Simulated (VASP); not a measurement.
# Ag (Fm-3m) in VASP: further runs

Ag is run at these levels: PBEsol; tasks: single point.

Everything below comes from runs of VASP 6.6.1. Logs are shortened: lines on timing, memory, paths and dates and some standing lists are left out, and cuts for length are marked.

**1. The cell of the first run**

The structure is cubic, space group Fm-3m (No. 225). Conventional cell: a = 4.063 Å, b = 4.063 Å, c = 4.063 Å, α = 90.00°, β = 90.00°, γ = 90.00°. Ag (site symmetry m-3m) has 12 Ag at 2.87 Å within 3.8 Å.

**2. Single point, PBEsol**

INCAR

```
PREC = Accurate
ENCUT = 520
EDIFF = 1E-7
ISMEAR = 0
SIGMA = 0.05
LREAL = F
LASPH = T
NELM = 100
ALGO = Normal
ISIF = 2
LWAVE = F
LCHARG = T
GGA = PS
LELF = T
LVHAR = T
NBANDS = 12
```

KPOINTS

```
regular mesh
0
Gamma
  18 18 18
```

POSCAR

```
Ag
1.0
    0.0000000000      2.0316873503      2.0316873503
    2.0316873503      0.0000000000      2.0316873503
    2.0316873503      2.0316873503      0.0000000000
Ag
1
Direct
    0.0000000000      0.0000000000      0.0000000000
```

Potentials or basis: VASP PAW PBE potentials, release 64 (Ag).

Command:

```console
$ cat potpaw_PBE.64/Ag/POTCAR > POTCAR
$ mpirun -np 1 vasp_std > vasp.out
```

OUTCAR:

```text
PREC = Accurate
   ENCUT = 520
   EDIFF = 1E-7
   ISMEAR = 0
   LREAL = F
   LASPH = T
   NELM = 100
   ISIF = 2
   GGA = PS

 ion  position               nearest neighbor table
   1  0.000  0.000  0.000-

  LATTYP: Found a face centered cubic cell.
 ALAT       =     4.0633747006

  Lattice vectors:

 A1 = (   0.0000000000,   2.0316873503,   2.0316873503)
 A2 = (   2.0316873503,   0.0000000000,   2.0316873503)
 A3 = (   2.0316873503,   2.0316873503,   0.0000000000)

Analysis of symmetry for initial positions (statically):
=====================================================================
 Subroutine PRICEL returns:
 Original cell was already a primitive cell.

 Routine SETGRP: Setting up the symmetry group for a
 face centered cubic supercell.

 Subroutine GETGRP returns: Found 48 space group operations
 (whereof 48 operations were pure point group operations)
 out of a pool of 48 trial point group operations.

The static configuration has the point symmetry O_h .

Analysis of symmetry for dynamics (positions and initial velocities):
=====================================================================
 Subroutine PRICEL returns:
 Original cell was already a primitive cell.

 Routine SETGRP: Setting up the symmetry group for a
 face centered cubic supercell.

 Subroutine GETGRP returns: Found 48 space group operations
 (whereof 48 operations were pure point group operations)
 out of a pool of 48 trial point group operations.

The dynamic configuration has the point symmetry O_h .

 Subroutine INISYM returns: Found 48 space group operations
 (whereof 48 operations are pure point group operations),
 and found     1 'primitive' translations

----------------------------------------------------------------------------------------

                                     Primitive cell

  volume of cell :      16.7726

  direct lattice vectors                    reciprocal lattice vectors
     0.000000000  2.031687350  2.031687350    -0.246100858  0.246100858  0.246100858
     2.031687350  0.000000000  2.031687350     0.246100858 -0.246100858  0.246100858
     2.031687350  2.031687350  0.000000000     0.246100858  0.246100858 -0.246100858

  length of vectors
     2.873239805  2.873239805  2.873239805     0.426259190  0.426259190  0.426259190

  position of ions in fractional coordinates (direct lattice)
     0.000000000  0.000000000  0.000000000

  ion indices of the primitive-cell ions
[... 81 lines left out ...]
   ISYM   =      2    0-nonsym 1-usesym 2-fastsym
   POTIM  = 0.5000    time-step for ionic-motion
   TEBEG  =    0.0;   TEEND  =   0.0 temperature during run
   PSTRESS=    0.0 pullay stress
   NELECT =      11.0000    total number of electrons
   NUPDOWN=      -1.0000    fix difference up-down
   EMIN   =  10.00;   EMAX   =-10.00  energy-range for DOS
   EFERMI =   0.00;   METHOD = LEGACY
   ISMEAR =     0;   SIGMA  =   0.05  broadening in eV -4-tet -1-fermi 0-gaus
   EFERMI_NEDOS =   21; number of points for ismear=-14 and -15
   IALGO  =     38    algorithm
   IMIX   =      4    mixing-type and parameters
     AMIX     =   0.40;   BMIX     =  1.00
     AMIX_MAG =   1.60;   BMIX_MAG =  1.00
  volume/ion in A,a.u.               =      16.77       113.19
  Fermi-wavevector in a.u.,A,eV,Ry     =   1.422347  2.687846 27.525546  2.023071
  Thomas-Fermi vector in A             =   2.543060
   LORBIT       =      0    0 simple, 1 ext, 2 COOP (PROOUT), +10 PAW based schemes
   GGA     = PS    functional components
   LHFCALC =     F    Hartree Fock is set to
   AEXX    =    0.0000 exact exchange contribution
   IVDW    =     0    specifies the selected vdW correction
   LEPSILON=     F    determine dielectric tensor
   LRPA    =     F    only Hartree local field effects (RPA)
 non-spin polarized calculation
 Gauss-broadening in eV      SIGMA  =   0.05
  energy-cutoff  :      520.00
  volume of cell :       16.77
 maximum number of plane-waves:       465
 NGX is ok and might be reduce to    24
   NGX = 11   NGY = 11   NGZ = 11

 number of electron      11.0000000 magnetization

 Free energy of the ion-electron system (eV)
  ---------------------------------------------------
  ext. energy  EPLUGINS =         0.00000000
  ---------------------------------------------------
  free energy    TOTEN  =        -3.31133593 eV

  energy without entropy =       -3.31091688  energy(sigma->0) =       -3.31112640

 E-fermi :   8.3860     XC(G=0): -12.5102

 val. band max:        8.3691944778   @ k =   0.5000   0.1667   0.0556
 cond. band min:       8.5549351872   @ k =   0.5000   0.3333   0.1111
 fundamental gap:      0.1857407094
 Fermi energy:         8.3859678690

 k-point     1 :       0.0000    0.0000    0.0000
  band No.  band energies     occupation
      1       0.5090      2.00000
      2       3.6322      2.00000
      3       3.6322      2.00000
      4       3.6322      2.00000
      5       4.7100      2.00000
      6       4.7100      2.00000
      7      24.4817      0.00000
      8      28.1517      0.00000
      9      28.1517      0.00000
     10      28.1517      0.00000
     11      33.0126      0.00000
     12      34.2473      0.00000
[... 331 lines left out ...]
 k-point    24 :      -0.2222    0.0556    0.0000
  band No.  band energies     occupation
      1       1.9632      2.00000
      2       3.6179      2.00000
      3       3.8860      2.00000
      4       3.8963      2.00000
      5       4.6574      2.00000
      6       5.0324      2.00000
      7      20.1162      0.00000
      8      24.7548      0.00000
      9      27.2211      0.00000
     10      29.8448      0.00000
     11      30.3429      0.00000
     12      31.3748      0.00000

 [... further k-points ...]

------------------------ aborting loop because EDIFF is reached ----------------------------------------

  FORCE on cell =-STRESS in cart. coord.  units (eV):
  Direction    XX          YY          ZZ          XY          YZ          ZX
  --------------------------------------------------------------------------------------
  -------------------------------------------------------------------------------------
  Total       -0.1039114     -0.1039114     -0.1039114      0.0000000      0.0000000      0.0000000
  in kB       -9.9259742     -9.9259742     -9.9259742      0.0000000      0.0000000      0.0000000
  external PRESSURE =      -9.9259742 kB  Pullay stress =       0.0000000 kB

 VOLUME and BASIS-vectors are now :
 -----------------------------------------------------------------------------
  energy-cutoff  :      520.00
  volume of cell :       16.77
      direct lattice vectors                 reciprocal lattice vectors
     0.000000000  2.031687350  2.031687350    -0.246100858  0.246100858  0.246100858
     2.031687350  0.000000000  2.031687350     0.246100858 -0.246100858  0.246100858
     2.031687350  2.031687350  0.000000000     0.246100858  0.246100858 -0.246100858

 POSITION                                       TOTAL-FORCE (eV/Angst)
 -----------------------------------------------------------------------------------
      0.00000      0.00000      0.00000         0.000000      0.000000      0.000000
 -----------------------------------------------------------------------------------
    total drift:                               -0.000000      0.000000     -0.000000

  FREE ENERGIE OF THE ION-ELECTRON SYSTEM (eV)
  ---------------------------------------------------
  free  energy   TOTEN  =        -3.3113359274 eV

  energy  without entropy=       -3.3109168756  energy(sigma->0) =       -3.31112640
```

stdout:

```text
POSCAR found type information on POSCAR Ag
 POSCAR found :  1 types and       1 ions
 scaLAPACK will be used
 -----------------------------------------------------------------------------
|                                                                             |
|                                                                             |
|     You enforced a specific xc type in the INCAR file but a different       |
|     I HOPE YOU KNOW WHAT YOU ARE DOING!                                     |
|                                                                             |
 -----------------------------------------------------------------------------

 LDA part: xc-table for (Slater+PW92), standard interpolation
 POSCAR, INCAR and KPOINTS ok, starting setup
 FFT: planning ... GRIDC
 FFT: planning ... GRID_SOFT
 FFT: planning ... GRID
 WAVECAR not read
 entering main loop
```

Wall time 18 s (1 thread of Intel Xeon Platinum 8488C (Sapphire Rapids), shared host); peak memory 0.16 GiB.

What came out:

```
Free energy : -3.3113 eV
Pressure    : -1.0 GPa
```

Caveat: the PAW data sets were made with another functional, which shifts forces and pressure a little.

**3. Single point, PBEsol**

This run uses another cell than the first one, of 16.66 Å³/atom, 0.993 times its volume.

INCAR

```
SYSTEM = Ag
PREC     = Accurate       ! precision mode
ENCUT    = 520            ! plane-wave cutoff, eV
EDIFF    = 1E-7           ! SCF threshold, eV
ISMEAR   = 0              ! smearing method
SIGMA    = 0.05           ! smearing width, eV
LREAL    = .FALSE.        ! projectors in reciprocal space
LASPH    = .TRUE.         ! aspherical terms in the spheres
NELM     = 80             ! most SCF steps
ALGO     = Normal         ! electronic algorithm
ISIF     = 2              ! what is computed and relaxed
LWAVE    = .FALSE.        ! write WAVECAR
LCHARG   = .FALSE.        ! write CHGCAR
GGA      = PS             ! functional
NBANDS   = 12             ! bands
```

KPOINTS

```
regular mesh
0
G
  18 18 18
  0 0 0
```

POSCAR

```
Ag
1.0
    0.0000000000      2.0271502879      2.0271502879
    2.0271502879      0.0000000000      2.0271502879
    2.0271502879      2.0271502879      0.0000000000
Ag
1
Direct
    0.0000000000      0.0000000000      0.0000000000
```

Potentials or basis: VASP PAW PBE potentials, release 64 (Ag).

Command:

```console
$ cat potpaw_PBE.64/Ag/POTCAR > POTCAR
$ mpirun -np 1 vasp_std > vasp.out
```

Wall time 19 s (1 thread of Intel Xeon Platinum 8488C (Sapphire Rapids), shared host); peak memory 0.16 GiB.

The run converged. Its results:

| Quantity | Value |
| --- | --- |
| Free energy | -3.3117 eV |
| Pressure | -0.2 GPa |

Levels at points of the mesh, in eV from the Fermi level:
| k point | band 2 | band 3 | band 4 | band 5 | band 6 | band 7 | band 8 | band 9 | band 10 | band 11 |
| --- | --- | --- | --- | --- | --- | --- | --- | --- | --- | --- |
| (0.00, 0.00, 0.00) | -4.78 | -4.78 | -4.78 | -3.69 | -3.69 | 16.11 | 19.82 | 19.82 | 19.82 | 24.70 |
| (0.50, 0.00, 0.00) | -4.80 | -4.80 | -2.86 | -2.86 | -0.45 | 3.79 | 15.34 | 18.12 | 18.12 | 23.23 |
| (0.50, 0.50, 0.00) | -6.35 | -2.89 | -2.64 | -2.64 | 1.59 | 6.97 | 10.79 | 10.79 | 17.52 | 17.60 |

Caveat: the PAW data sets were made with another functional, which shifts forces and pressure a little.

**4. Single point, PBEsol**

This run uses another cell than the first one, of 17.10 Å³/atom, 1.020 times its volume.

INCAR

```
PREC     = Accurate       # precision mode
ENCUT    = 520            # plane-wave cutoff, eV
EDIFF    = 1E-6           # SCF threshold, eV
ISMEAR   = 0              # smearing method
SIGMA    = 0.05           # smearing width, eV
LREAL    = False          # projectors in reciprocal space
LASPH    = True           # aspherical terms in the spheres
NELM     = 100            # most SCF steps
ALGO     = Normal         # electronic algorithm
ISIF     = 2              # what is computed and relaxed
LWAVE    = False          # write WAVECAR
LCHARG   = True           # write CHGCAR
GGA      = PS             # functional
LELF     = True           # ELF
LVHAR    = True         
NBANDS   = 12             # bands
```

KPOINTS

```
Automatic mesh
0
Gamma
  18 18 18
```

POSCAR

```
Ag
1.0
    0.0000000000      2.0450000000      2.0450000000
    2.0450000000      0.0000000000      2.0450000000
    2.0450000000      2.0450000000      0.0000000000
Ag
1
Direct
    0.0000000000      0.0000000000      0.0000000000
```

Potentials or basis: VASP PAW PBE potentials, release 64 (Ag).

Command:

```console
$ cat potpaw_PBE.64/Ag/POTCAR > POTCAR
$ mpirun -np 1 vasp_std > vasp.out
```

OUTCAR:

```text
PREC = Accurate
   ENCUT = 520
   EDIFF = 1E-6
   ISMEAR = 0
   LREAL = False
   LASPH = True
   NELM = 100
   ISIF = 2
   GGA = PS

 ion  position               nearest neighbor table
   1  0.000  0.000  0.000-

  LATTYP: Found a face centered cubic cell.
 ALAT       =     4.0900000000

  Lattice vectors:

 A1 = (   0.0000000000,   2.0450000000,   2.0450000000)
 A2 = (   2.0450000000,   0.0000000000,   2.0450000000)
 A3 = (   2.0450000000,   2.0450000000,   0.0000000000)

Analysis of symmetry for initial positions (statically):
=====================================================================
 Subroutine PRICEL returns:
 Original cell was already a primitive cell.

 Routine SETGRP: Setting up the symmetry group for a
 face centered cubic supercell.

 Subroutine GETGRP returns: Found 48 space group operations
 (whereof 48 operations were pure point group operations)
 out of a pool of 48 trial point group operations.

The static configuration has the point symmetry O_h .

Analysis of symmetry for dynamics (positions and initial velocities):
=====================================================================
 Subroutine PRICEL returns:
[... 168 lines left out ...]
      4       3.4298      2.00000
      5       4.4709      2.00000
      6       4.4709      2.00000
      7      24.1659      0.00000
      8      27.7199      0.00000
      9      27.7199      0.00000
     10      27.7199      0.00000
     11      32.5315      0.00000
     12      33.6357      0.00000
[... 331 lines left out ...]
 k-point    24 :      -0.2222    0.0556    0.0000
  band No.  band energies     occupation
      1       1.8127      2.00000
      2       3.4226      2.00000
      3       3.6758      2.00000
      4       3.6885      2.00000
      5       4.4215      2.00000
      6       4.7851      2.00000
      7      19.6894      0.00000
      8      24.3719      0.00000
      9      26.7446      0.00000
     10      29.3007      0.00000
     11      29.8821      0.00000
     12      30.8701      0.00000

 [... further k-points ...]

------------------------ aborting loop because EDIFF is reached ----------------------------------------

  FORCE on cell =-STRESS in cart. coord.  units (eV):
  Direction    XX          YY          ZZ          XY          YZ          ZX
  --------------------------------------------------------------------------------------
  -------------------------------------------------------------------------------------
  Total       -0.3316430     -0.3316430     -0.3316430      0.0000000      0.0000000     -0.0000000
  in kB      -31.0650081    -31.0650081    -31.0650081      0.0000000      0.0000000     -0.0000000
  external PRESSURE =     -31.0650081 kB  Pullay stress =       0.0000000 kB

 VOLUME and BASIS-vectors are now :
 -----------------------------------------------------------------------------
  energy-cutoff  :      520.00
  volume of cell :       17.10
      direct lattice vectors                 reciprocal lattice vectors
     0.000000000  2.045000000  2.045000000    -0.244498778  0.244498778  0.244498778
     2.045000000  0.000000000  2.045000000     0.244498778 -0.244498778  0.244498778
     2.045000000  2.045000000  0.000000000     0.244498778  0.244498778 -0.244498778

 POSITION                                       TOTAL-FORCE (eV/Angst)
 -----------------------------------------------------------------------------------
      0.00000      0.00000      0.00000         0.000000      0.000000      0.000000
 -----------------------------------------------------------------------------------
    total drift:                               -0.000000      0.000000     -0.000000

  FREE ENERGIE OF THE ION-ELECTRON SYSTEM (eV)
  ---------------------------------------------------
  free  energy   TOTEN  =        -3.3072486634 eV

  energy  without entropy=       -3.3068431139  energy(sigma->0) =       -3.30704589
```

OSZICAR:

```text
N       E                     dE             d eps       ncg     rms          rms(c)
DAV:   1     0.512383287422E+02    0.51238E+02   -0.55213E+03  4744   0.826E+02
DAV:   2    -0.282491052284E+01   -0.54063E+02   -0.51560E+02  5524   0.194E+02
DAV:   3    -0.365276937353E+01   -0.82786E+00   -0.82708E+00  5464   0.251E+01
DAV:   4    -0.365537045530E+01   -0.26011E-02   -0.26010E-02  5460   0.148E+00
DAV:   5    -0.365539113531E+01   -0.20680E-04   -0.20681E-04  5552   0.116E-01    0.551E+00
DAV:   6    -0.332082530306E+01    0.33457E+00   -0.13693E+00  5044   0.104E+01    0.330E+00
DAV:   7    -0.331118843890E+01    0.96369E-02   -0.10429E-02  5452   0.955E-01    0.188E+00
DAV:   8    -0.330723924238E+01    0.39492E-02   -0.73502E-04  5364   0.186E-01    0.969E-02
DAV:   9    -0.330724709003E+01   -0.78477E-05   -0.10428E-05  5436   0.233E-02    0.203E-02
DAV:  10    -0.330724886280E+01   -0.17728E-05   -0.24023E-06  5428   0.128E-02    0.408E-03
DAV:  11    -0.330724866343E+01    0.19937E-06   -0.73935E-08  2844   0.226E-03
   1 F= -.33072487E+01 E0= -.33070459E+01  d E =-.405550E-03
```

It took 19 s on 1 thread of Intel Xeon Platinum 8488C (Sapphire Rapids), shared host; peak memory 0.16 GiB.

What came out:

| Item | Value |
| --- | --- |
| Free energy | -3.3072 eV |
| Pressure | -3.1 GPa |

Caveat: the PAW data sets were made with another functional, which shifts forces and pressure a little.

**5. The runs side by side**

| cell | gap on the mesh (eV) | pressure (GPa) |
| --- | --- | --- |
| a = 2.873 Å, angles 60.0°, 1 atom | none | -1.0 |
| a = 2.867 Å, angles 60.0°, 1 atom | none | -0.2 |
| a = 2.892 Å, angles 60.0°, 1 atom | none | -3.1 |

Alike in all rows: task single point; level PBEsol; potentials or basis VASP PAW PBE potentials, release 64 (Ag); no spin polarisation; k mesh 18 × 18 × 18; cutoff (eV) 520; smearing gaussian 0.05 eV.

Caveats: the PAW data sets were made with another functional, which shifts forces and pressure a little.

Total energies depend on the potentials used, so only differences within one code and one set of settings carry meaning.
